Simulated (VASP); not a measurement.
Input of a VASP 6.6.1 run:

Contents of INCAR:

```
SYSTEM = Mo
ALGO = Normal ; EDIFF = 1E-7
ENCUT = 520 ; GGA = PS
ISIF = 2 ; ISMEAR = 1
LASPH = .True. ; LCHARG = .False.
LREAL = .False. ; LWAVE = .False.
NBANDS = 28 ; NELM = 80
PREC = Accurate ; SIGMA = 0.1
```

File KPOINTS:

```
k-points
0
Gamma
  16 16 1
  0 0 0
```

POSCAR

```
Mo
1.0
    3.1350000000      0.0000000000      0.0000000000
    0.0000000000      3.1350000000      0.0000000000
    0.0000000000      0.0000000000     15.1350000000
Mo
3
Direct
    0.0000000000      0.0000000000      0.4060761576
    0.5000000000      0.5000000000      0.5000000000
    0.0000000000      0.0000000000      0.5939238424
```

Potentials or basis: VASP PAW PBE potentials, release 64 (Mo_sv).

The run is started by

```sh
$ cat potpaw_PBE.64/Mo_sv/POTCAR > POTCAR
$ mpirun -np 1 vasp_std > vasp.out
```

**Question.** Predict the band gap on the k mesh.

**Answer.** Zero (band 21 reaches 2.26 eV, above the bottom of band 22 at 0.83 eV).

**Question.** What does it give for the largest force?

**Answer.** 0.028 eV/Å.

Forces in eV/Å, atoms in the order of the input:
```
Mo   0.000  0.000 -0.028
Mo   0.000  0.000  0.000
Mo   0.000  0.000  0.028
```

Caveat: the PAW data sets were made with another functional, which shifts forces and pressure a little.
